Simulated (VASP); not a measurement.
# Mg (Im-3m) in VASP: a series of runs

Runs on Mg. Level: PBE. Tasks: relaxation of cell and atoms.

Everything below comes from runs of VASP 6.6.1. Logs are shortened: lines on timing, memory, paths and dates and some standing lists are left out, and cuts for length are marked.

## (1) The cell of the first run

It takes space group Im-3m (No. 229, cubic). Conventional cell: a = 2.844 Å, b = 2.844 Å, c = 2.844 Å, α = 90.00°, β = 90.00°, γ = 90.00°. Within 3.3 Å of Mg (site symmetry m-3m) lie 14 Mg at 2.46 to 2.84 Å.

This isn't the form of Mg at room conditions, which is hcp.

## (2) Relaxation of cell and atoms, PBE, target pressure 94 GPa, at which the enthalpy is minimised

Input file INCAR:

```
SYSTEM = Mg
PREC = Accurate
ENCUT = 600
EDIFF = 1E-6
ISMEAR = -1
SIGMA = 0.1
LREAL = .FALSE.
LASPH = .TRUE.
NELM = 60
ALGO = Normal
ISIF = 3
LWAVE = .FALSE.
LCHARG = .FALSE.
GGA = PE
IBRION = 2
NSW = 60
EDIFFG = -0.005
PSTRESS = 940.0
```

Input file KPOINTS:

```
regular mesh
0
G
  19 19 19
  0 0 0
```

Input file POSCAR:

```
Mg
1.0
   -1.4218796315      1.4218796315      1.4218796315
    1.4218796315     -1.4218796315      1.4218796315
    1.4218796315      1.4218796315     -1.4218796315
Mg
1
Direct
    0.0000000000      0.0000000000      0.0000000000
```

Potentials or basis: VASP PAW PBE potentials, release 64 (Mg).

On the command line:

```console
$ cat potpaw_PBE.64/Mg/POTCAR > POTCAR
$ mpirun -np 1 vasp_std > vasp.out
```

OUTCAR:

```text
SYSTEM = Mg
   PREC = Accurate
   ENCUT = 600
   EDIFF = 1E-6
   ISMEAR = -1
   LREAL = .FALSE.
   LASPH = .TRUE.
   NELM = 60
   ISIF = 3
   GGA = PE
   IBRION = 2
   NSW = 60
   EDIFFG = -0.005
   PSTRESS = 940.0

 ion  position               nearest neighbor table
   1  0.000  0.000  0.000-

  LATTYP: Found a body centered cubic cell.
 ALAT       =     2.8437592630

  Lattice vectors:

 A1 = (  -1.4218796315,   1.4218796315,   1.4218796315)
 A2 = (   1.4218796315,  -1.4218796315,   1.4218796315)
 A3 = (   1.4218796315,   1.4218796315,  -1.4218796315)

Analysis of symmetry for initial positions (statically):
=====================================================================
 Subroutine PRICEL returns:
 Original cell was already a primitive cell.

 Routine SETGRP: Setting up the symmetry group for a
 body centered cubic supercell.

 Subroutine GETGRP returns: Found 48 space group operations
 (whereof 48 operations were pure point group operations)
 out of a pool of 48 trial point group operations.

The static configuration has the point symmetry O_h .

Analysis of symmetry for dynamics (positions and initial velocities):
=====================================================================
 Subroutine PRICEL returns:
 Original cell was already a primitive cell.

 Routine SETGRP: Setting up the symmetry group for a
 body centered cubic supercell.

 Subroutine GETGRP returns: Found 48 space group operations
 (whereof 48 operations were pure point group operations)
 out of a pool of 48 trial point group operations.

The dynamic configuration has the point symmetry O_h .

 Subroutine INISYM returns: Found 48 space group operations
 (whereof 48 operations are pure point group operations),
 and found     1 'primitive' translations

----------------------------------------------------------------------------------------

                                     Primitive cell

  volume of cell :      11.4987

  direct lattice vectors                    reciprocal lattice vectors
    -1.421879631  1.421879631  1.421879631     0.000000000  0.351647206  0.351647206
     1.421879631 -1.421879631  1.421879631     0.351647206  0.000000000  0.351647206
     1.421879631  1.421879631 -1.421879631     0.351647206  0.351647206  0.000000000

  length of vectors
     2.462767764  2.462767764  2.462767764     0.497304248  0.497304248  0.497304248

  position of ions in fractional coordinates (direct lattice)
     0.000000000  0.000000000  0.000000000

  ion indices of the primitive-cell ions
   primitive index   ion index
                 1           1

----------------------------------------------------------------------------------------

 KPOINTS: regular mesh

Automatic generation of k-mesh.
 Grid dimensions read from file:
 generate k-points for:   19   19   19

 Generating k-lattice:

  Cartesian coordinates                     Fractional coordinates (reciprocal lattice)
     0.000000000  0.018507748  0.018507748     0.052631579  0.000000000  0.000000000
     0.018507748  0.000000000  0.018507748     0.000000000  0.052631579  0.000000000
     0.018507748  0.018507748  0.000000000     0.000000000  0.000000000  0.052631579

  Length of vectors
     0.026173908  0.026173908  0.026173908

  Shift w.r.t. Gamma in fractional coordinates (k-lattice)
     0.000000000  0.000000000  0.000000000

 Subroutine IBZKPT returns following result:
 ===========================================

 Found    220 irreducible k-points:

 Following reciprocal coordinates:
            Coordinates               Weight
  0.000000  0.000000  0.000000      1.000000
  0.052632  0.000000  0.000000     12.000000
  0.105263  0.000000  0.000000     12.000000
  0.157895  0.000000  0.000000     12.000000
  0.210526  0.000000  0.000000     12.000000
  0.263158  0.000000  0.000000     12.000000
[... 16 lines left out ...]
  0.263158  0.105263  0.000000     48.000000
  0.315789  0.105263 -0.000000     48.000000
 [... further k-points ...]
   k-points           NKPTS =    220   k-points in BZ     NKDIM =    220   number of bands    NBANDS=      5
   number of dos      NEDOS =    301   number of ions     NIONS =      1
   total plane-waves  NPLWV =   8000
   dimension x,y,z NGX =    20 NGY =   20 NGZ =   20
   dimension x,y,z NGXF=    40 NGYF=   40 NGZF=   40
   ions per type =               1
   NGX,Y,Z   is equivalent  to a cutoff of  13.50, 13.50, 13.50 a.u.
   NGXF,Y,Z  is equivalent  to a cutoff of  27.00, 27.00, 27.00 a.u.
 SYSTEM =  Mg
   PREC   = accura    normal or accurate (medium, high low for compatibility)
   ISTART =      0    job   : 0-new  1-cont  2-samecut
   ICHARG =      2    charge: 1-file 2-atom 10-const
   ISPIN  =      1    spin polarized calculation?
   LNONCOLLINEAR =      F non collinear calculations
   LSORBIT =      F    spin-orbit coupling
   LASPH  =      T    aspherical Exc in radial PAW
   ENCUT  =  600.0 eV  44.10 Ry    6.64 a.u.   4.92  4.92  4.92*2*pi/ulx,y,z
   NELM   =     60;   NELMIN=  2; NELMDL= -5     # of ELM steps
   EDIFF  = 0.1E-05   stopping-criterion for ELM
   LREAL  =      F    real-space projection
   EDIFFG = -.5E-02   stopping-criterion for IOM
   NSW    =     60    number of steps for IOM
   IBRION =      2    ionic relax: 0-MD 1-quasi-New 2-CG
   NFREE  =      1    steps in history (QN), initial steepest desc. (CG)
   ISIF   =      3    stress and relaxation
   ISYM   =      2    0-nonsym 1-usesym 2-fastsym
   POTIM  = 0.5000    time-step for ionic-motion
   TEBEG  =    0.0;   TEEND  =   0.0 temperature during run
   PSTRESS=  940.0 pullay stress
   NELECT =       2.0000    total number of electrons
   NUPDOWN=      -1.0000    fix difference up-down
   EMIN   =  10.00;   EMAX   =-10.00  energy-range for DOS
   EFERMI =   0.00;   METHOD = LEGACY
   ISMEAR =    -1;   SIGMA  =   0.10  broadening in eV -4-tet -1-fermi 0-gaus
   EFERMI_NEDOS =   21; number of points for ismear=-14 and -15
   IALGO  =     38    algorithm
   IMIX   =      4    mixing-type and parameters
     AMIX     =   0.40;   BMIX     =  1.00
     AMIX_MAG =   1.60;   BMIX_MAG =  1.00
  volume/ion in A,a.u.               =      11.50        77.60
  Fermi-wavevector in a.u.,A,eV,Ry     =   0.913837  1.726901 11.362195  0.835098
  Thomas-Fermi vector in A             =   2.038394
   LORBIT       =      0    0 simple, 1 ext, 2 COOP (PROOUT), +10 PAW based schemes
   GGA     = PE    functional components
   LHFCALC =     F    Hartree Fock is set to
   AEXX    =    0.0000 exact exchange contribution
   IVDW    =     0    specifies the selected vdW correction
   LEPSILON=     F    determine dielectric tensor
   LRPA    =     F    only Hartree local field effects (RPA)
 conjugate gradient relaxation of ions
 non-spin polarized calculation
  energy-cutoff  :      600.00
  volume of cell :       11.50
 maximum number of plane-waves:       396
   NGX =  9   NGY =  9   NGZ =  9

--------------------------------------- Ionic step        1  -------------------------------------------

 number of electron       2.0000000 magnetization

 Free energy of the ion-electron system (eV)
  ---------------------------------------------------
  ext. energy  EPLUGINS =         0.00000000
  ---------------------------------------------------
  free energy    TOTEN  =         0.41603153 eV

  energy without entropy =        0.42593064  energy(sigma->0) =        0.42098108

------------------------ aborting loop because EDIFF is reached ----------------------------------------

  FORCE on cell =-STRESS in cart. coord.  units (eV):
  Direction    XX          YY          ZZ          XY          YZ          ZX
  --------------------------------------------------------------------------------------
  -------------------------------------------------------------------------------------
  Total        6.7935069      6.7935069      6.7935069      0.0000000     -0.0000000      0.0000000
  in kB      946.5773559    946.5773559    946.5773559      0.0000000     -0.0000000      0.0000000
  external PRESSURE =       6.5773559 kB  Pullay stress =     940.0000000 kB
[... 59 lines left out ...]
  enthalpy is  TOTEN    =         7.1625513173 eV   P V=        6.7924968540

--------------------------------------- Ionic step        3  -------------------------------------------

 number of electron       2.0000000 magnetization

 Free energy of the ion-electron system (eV)
  ---------------------------------------------------
  ext. energy  EPLUGINS =         0.00000000
  ---------------------------------------------------
  free energy    TOTEN  =         0.40238819 eV

  energy without entropy =        0.41229550  energy(sigma->0) =        0.40734185

 E-fermi :   7.5812     XC(G=0): -10.9352

 val. band max:        7.5743689301   @ k =  -0.4737  -0.4737   0.2632
 cond. band min:       7.6132668646   @ k =   0.3158   0.3158   0.0526
 fundamental gap:      0.0388979345
 Fermi energy:         7.5811716906

 k-point     1 :       0.0000    0.0000    0.0000
  band No.  band energies     occupation
      1      -2.9006      2.00000
      2      26.0141      0.00000
      3      26.0141      0.00000
      4      26.0141      0.00000
      5      28.9127      0.00000

 k-point     2 :       0.0526    0.0000    0.0000
  band No.  band energies     occupation
      1      -2.7961      2.00000
      2      25.0476      0.00000
      3      25.4169      0.00000
      4      25.9317      0.00000
      5      27.9088      0.00000
[... 169 lines left out ...]
 k-point    24 :       0.3158    0.1053   -0.0000
  band No.  band energies     occupation
      1       2.2420      2.00000
      2      10.8577      0.00000
      3      17.3375      0.00000
      4      23.2944      0.00000
      5      25.0108      0.00000

 [... further k-points ...]

------------------------ aborting loop because EDIFF is reached ----------------------------------------

  FORCE on cell =-STRESS in cart. coord.  units (eV):
  Direction    XX          YY          ZZ          XY          YZ          ZX
  --------------------------------------------------------------------------------------
  -------------------------------------------------------------------------------------
  Total        6.7606379      6.7606379      6.7606379      0.0000000      0.0000000     -0.0000000
  in kB      940.1029367    940.1029367    940.1029367      0.0000000      0.0000000     -0.0000000
  external PRESSURE =       0.1029367 kB  Pullay stress =     940.0000000 kB
[... 16 lines left out ...]
  FREE ENERGIE OF THE ION-ELECTRON SYSTEM (eV)
  ---------------------------------------------------
  free  energy   TOTEN  =         0.4023881950 eV

  energy  without entropy=        0.4122955004  energy(sigma->0) =        0.40734185

  enthalpy is  TOTEN    =         7.1622858413 eV   P V=        6.7598976463

 reached required accuracy - stopping structural energy minimisation
```

It took 30 s on 1 thread of Intel Xeon 8259CL, shared host; peak memory 0.14 GiB.

What came out:

```
Free energy                                                : 0.4024 eV
Relaxed volume                                             : 11.52 Å³/atom
Relaxed cell                                               : a = 2.464 Å, b = 2.464 Å, c = 2.464 Å, α = 109.47°, β = 109.47°, γ = 109.47°
Space group after relaxing (to 0.1 Å)                      : Im-3m (No. 229)
Energy change on relaxing (the run minimises the enthalpy) : -13.6 meV/atom
Ionic steps                                                : 3
Pressure after relaxing                                    : 94.0 GPa
Band gap on the k mesh                                     : zero (bands 1 and 2 overlap by 4.19 eV)
```

Step by step:
| step | energy change (eV) | largest force (eV/Å) | pressure (GPa) | volume (Å³) |
| --- | --- | --- | --- | --- |
| 1 | 0.0000 | 0.0000 | 94.66 | 11.50 |
| 2 | -0.0460 | 0.0000 | 92.49 | 11.58 |
| 3 | -0.0136 | 0.0000 | 94.01 | 11.52 |

Final structure:
```xyz
1
Lattice="-1.4228 1.4228 1.4228 1.4228 -1.4228 1.4228 1.4228 1.4228 -1.4228" Properties=species:S:1:pos:R:3 pbc="T T T"
Mg    0.0000    0.0000    0.0000
```

Levels at points of the mesh, in eV from the Fermi level:
```
           k point  band 1  band 2  band 3  band 4  band 5
(0.00, 0.00, 0.00)  -10.48   18.43   18.43   18.43   21.33
```

Caveat: the cell is relaxed towards a set pressure, so the run minimises the enthalpy, not the energy.

## (3) Relaxation of cell and atoms, PBE, target pressure 94 GPa, at which the enthalpy is minimised

This run uses another cell than the first one, of 11.46 Å³/atom.

Input file INCAR:

```
SYSTEM = Mg
ALGO     = Normal         ! electronic algorithm
EDIFF    = 1E-6           ! SCF threshold, eV
EDIFFG   = -0.005         ! ionic threshold
ENCUT    = 600            ! plane-wave cutoff, eV
GGA      = PE             ! functional
IBRION   = 2              ! ionic algorithm
ISIF     = 3              ! what is computed and relaxed
ISMEAR   = -1             ! smearing method
LASPH    = .True.         ! aspherical terms in the spheres
LCHARG   = .False.        ! write CHGCAR
LREAL    = .False.        ! projectors in reciprocal space
LWAVE    = .False.        ! write WAVECAR
NELM     = 100            ! most SCF steps
NSW      = 32             ! ionic steps
PREC     = Accurate       ! precision mode
PSTRESS  = 940.0        
SIGMA    = 0.1            ! smearing width, eV
```

Input file KPOINTS:

```
k-points
0
Gamma
  19 19 19
  0 0 0
```

Input file POSCAR:

```
Mg
1.0
   -1.4203997308      1.4203997308      1.4203997308
    1.4203997308     -1.4203997308      1.4203997308
    1.4203997308      1.4203997308     -1.4203997308
Mg
1
Direct
    0.0000000000      0.0000000000      0.0000000000
```

Potentials or basis: VASP PAW PBE potentials, release 64 (Mg).

On the command line:

```console
$ cat potpaw_PBE.64/Mg/POTCAR > POTCAR
$ mpirun -np 1 vasp_std > vasp.out
```

Wall time 30 s (1 thread of Intel Xeon 8259CL, shared host); peak memory 0.15 GiB.

Results (log left out):

| Property | Result |
| --- | --- |
| Free energy | 0.4023 eV |
| Relaxed volume | 11.52 Å³/atom |
| Relaxed cell | a = 2.464 Å, b = 2.464 Å, c = 2.464 Å, α = 109.47°, β = 109.47°, γ = 109.47° |
| Space group after relaxing (to 0.1 Å) | Im-3m (No. 229) |
| Energy change on relaxing (the run minimises the enthalpy) | -35.1 meV/atom |
| Ionic steps | 3 |
| Pressure after relaxing | 94.0 GPa |
| Band gap on the k mesh | zero (bands 1 and 2 overlap by 4.19 eV) |

Step by step:
| step | energy change (eV) | largest force (eV/Å) | pressure (GPa) | volume (Å³) |
| --- | --- | --- | --- | --- |
| 1 | 0.0000 | 0.0000 | 95.67 | 11.46 |
| 2 | -0.1153 | 0.0000 | 90.22 | 11.66 |
| 3 | -0.0351 | 0.0000 | 94.00 | 11.52 |

Final structure:
```cif
data_structure
_symmetry_space_group_name_H-M 'P 1'
_symmetry_Int_Tables_number 1
_cell_length_a 2.4644
_cell_length_b 2.4644
_cell_length_c 2.4644
_cell_angle_alpha 109.471
_cell_angle_beta 109.471
_cell_angle_gamma 109.471
_cell_volume 11.52
loop_
_atom_site_label
_atom_site_type_symbol
_atom_site_fract_x
_atom_site_fract_y
_atom_site_fract_z
_atom_site_occupancy
Mg1 Mg 0.00000 0.00000 0.00000 1
```

Levels at points of the mesh, in eV from the Fermi level:
```tsv
k point	band 1	band 2	band 3	band 4
(0.00, 0.00, 0.00)	-10.48	18.43	18.43	18.43
```

Caveat: the cell is relaxed towards a set pressure, so the run minimises the enthalpy, not the energy.
